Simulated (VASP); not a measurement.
A run of VASP 6.6.1 is set up as follows.

Contents of INCAR:

```
SYSTEM = AlGa3N4
PREC = Accurate
ENCUT = 520
EDIFF = 1E-6
ISMEAR = 0
SIGMA = 0.05
LREAL = .False.
LASPH = .True.
NELM = 80
ALGO = Normal
ISIF = 2
LWAVE = .False.
LCHARG = .False.
GGA = PS
NBANDS = 41
```

File KPOINTS:

```
Automatic mesh
0
Gamma
  6 6 6
  0 0 0
```

The input POSCAR:

```
AlGa3N4
1.0
    4.3634828591      0.0000000000      0.0000000000
    0.0000000000      4.4675774128      0.0000000000
    0.0000000000      0.0000000000      4.4675774128
Al Ga N
1 3 4
Direct
    0.0000000000      0.0000000000      0.0000000000
    0.5000000000      0.5000000000      0.0000000000
    0.5000000000      0.0000000000      0.5000000000
    0.0000000000      0.5000000000      0.5000000000
    0.7550464072      0.7550464072      0.2449535928
    0.7550464072      0.2449535928      0.7550464072
    0.2449535928      0.7550464072      0.7550464072
    0.2449535928      0.2449535928      0.2449535928
```

Potentials or basis: VASP PAW PBE potentials, release 64 (Al, Ga_d, N).

The run is started by

```console
$ cat potpaw_PBE.64/Al/POTCAR potpaw_PBE.64/Ga_d/POTCAR potpaw_PBE.64/N/POTCAR > POTCAR
$ mpirun -np 1 vasp_std > vasp.out
```

Task: What does it give for the band gap on the k mesh?

Result: 2.41 eV.

Task: Predict the largest force.

Result: 0.028 eV/Å.

Task: Estimate the pressure.

Result: 4.5 GPa.

Stress tensor (GPa, compression positive):
```
6.34 0.00 0.00
0.00 3.62 0.00
0.00 0.00 3.62
```

Caveat: the cell stands under pressure; the PAW data sets were made with another functional, which shifts forces and pressure a little.
